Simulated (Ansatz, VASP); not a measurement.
Two plane-wave programs on Cd

```
CELL_PARAMETERS angstrom
3.19115 0.00000 0.00000
-1.59557 2.76362 0.00000
0.00000 0.00000 11.07442
ATOMIC_POSITIONS crystal
Cd 0.00000 0.00000 0.01356
Cd 0.33333 0.66667 0.25000
Cd 0.00000 0.00000 0.48644
Cd 0.66667 0.33333 0.75000
```

Alike in both runs: task single point; functional PBEsol; k mesh 15 × 15 × 4; occupations gaussian, width 0.1 eV; no spin polarisation.

|  | VASP | Ansatz |
| --- | --- | --- |
| version | VASP 6.6.1 | Ansatz 0.2.0 |
| potentials or method | VASP PAW PBE potentials, release 64 (Cd), cutoff 520 eV | scalar-relativistic, plane waves, PAW |
| valence electrons in the cell | 48 | 80 |

Ansatz gave:

| Item | Value |
| --- | --- |
| gap on the k mesh at the Fermi level (eV) | none |
| pressure (GPa) | -5.4 |
| traceless stress, the component that is largest in VASP (GPa) | 0.95 |
| rms of the force components (eV/Å) | 0.047 |

**Question.** What did VASP give for the same quantities?

**Answer.** gap on the k mesh at the Fermi level (eV): none; pressure (GPa): -5.3; traceless stress, the component that is largest in VASP (GPa): 0.91; rms of the force components (eV/Å): 0.050.

VASP's potentials were made for PBE, not for PBEsol. Atom by atom the forces differ by 0.003 eV/Å (rms over components). A gap of «none» marks a metal or a gap that the smearing closes. VASP's potentials hold 48 valence electrons a cell and Ansatz's 80, so a difference there can come from the potentials and not from the codes.
